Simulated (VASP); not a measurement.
Here is a VASP 6.6.1 calculation.

Contents of INCAR:

```
SYSTEM = ReSe
PREC = Accurate
ENCUT = 520
EDIFF = 1E-6
ISMEAR = 0
SIGMA = 0.05
LREAL = .FALSE.
LASPH = .TRUE.
NELM = 150
ALGO = Normal
ISIF = 2
LWAVE = .FALSE.
LCHARG = .FALSE.
ISPIN = 2
MAGMOM = 2 2 0 0
LORBIT = 11
LMAXMIX = 4
GGA = PS
IVDW = 12
NBANDS = 25
```

File KPOINTS:

```
regular mesh
0
G
  10 10 6
  0 0 0
```

File POSCAR:

```
ReSe
1.0
    3.9528637885      0.0000000000      0.0000000000
   -1.9764318943      3.4232804585      0.0000000000
    0.0000000000      0.0000000000      5.0594616400
Re Se
2 2
Direct
    0.0000000000      0.0000000000      0.0000000000
    0.0000000000      0.0000000000      0.5000000000
    0.3333333333      0.6666666667      0.2500000000
    0.6666666667      0.3333333333      0.7500000000
```

Potentials or basis: VASP PAW PBE potentials, release 64 (Re, Se).

The run is started by

```bash
$ cat potpaw_PBE.64/Re/POTCAR potpaw_PBE.64/Se/POTCAR > POTCAR
$ mpirun -np 1 vasp_std > vasp.out
```

**Question.** Predict the pressure.

**Answer.** -4.1 GPa.

**Question.** What does it give for the net moment?

**Answer.** 0.00 μB per cell.

Stress tensor (GPa, compression positive):
```
-3.95  0.00  0.00
 0.00 -3.95  0.00
 0.00  0.00 -4.39
```

Caveat: the PAW data sets were made with another functional, which shifts forces and pressure a little; pairwise dispersion overbinds metals, which lowers pressure and volume.
